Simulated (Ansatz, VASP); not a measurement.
Cd in VASP and in Ansatz

The input INCAR:

```
SYSTEM = Cd
  PREC = Accurate
  ENCUT = 520
  EDIFF = 1E-7
  ISMEAR = 0
  SIGMA = 0.15
  LREAL = .FALSE.
  LASPH = .TRUE.
  NELM = 60
  ALGO = Fast
  ISIF = 2
  LWAVE = .FALSE.
  LCHARG = .FALSE.
  GGA = PE
  NBANDS = 19
```

File KPOINTS:

```
regular mesh
0
G
  12 10 8
  0 0 0
```

The input POSCAR:

```
Cd
1.0
   -1.6623854934     -0.9597787121     -2.4088012836
   -1.6623854934      2.8793361364      0.0000000000
    3.3247709869      1.9195574243     -2.4088012836
Cd
2
Direct
    0.5000000000      0.5000000000      0.5000000000
    0.0000000000      0.0000000000      0.0000000000
```

Input for Ansatz:

```yaml
crystal:
  lattice:
    - [-1.6623854934, -0.9597787121, -2.4088012836]
    - [-1.6623854934, 2.8793361364, 0.0]
    - [3.3247709869, 1.9195574243, -2.4088012836]
  atoms:
    - { symbol: Cd, position: [0.5, 0.5, 0.5] }
    - { symbol: Cd, position: [0.0, 0.0, 0.0] }
basis:
  ecutwfc: 420
kpoints:
  mp_grid: { grid: [12, 10, 8] }
hamiltonian:
  xc: pbe
scf:
  occupations: { method: gaussian, width: 0.15 }
output:
  forces: true
  stress: true
  eigenvalues: true
  write_density: true
  write_potential: true
  elf: true
  volumetric_format: npy
```

Alike in both runs: task single point; functional PBE; k mesh 12 × 10 × 8; occupations gaussian, width 0.15 eV; no spin polarisation.

|  | VASP | Ansatz |
| --- | --- | --- |
| version | VASP 6.6.1 | Ansatz 0.2.0 |
| potentials or method | VASP PAW PBE potentials, release 64 (Cd), cutoff 520 eV | scalar-relativistic, plane waves, PAW |
| valence electrons in the cell | 24 | 40 |

Ansatz gave:

| Item | Value |
| --- | --- |
| gap on the k mesh at the Fermi level (eV) | none |
| pressure (GPa) | 0.0 |
| traceless stress, the component that is largest in VASP (GPa) | -0.28 |

**Question.** What did VASP give for the same quantities?

**Answer.** gap on the k mesh at the Fermi level (eV): none; pressure (GPa): 0.3; traceless stress, the component that is largest in VASP (GPa): -0.28.

A gap of «none» marks a metal or a gap that the smearing closes. VASP's potentials hold 24 valence electrons a cell and Ansatz's 40, so a difference there can come from the potentials and not from the codes.
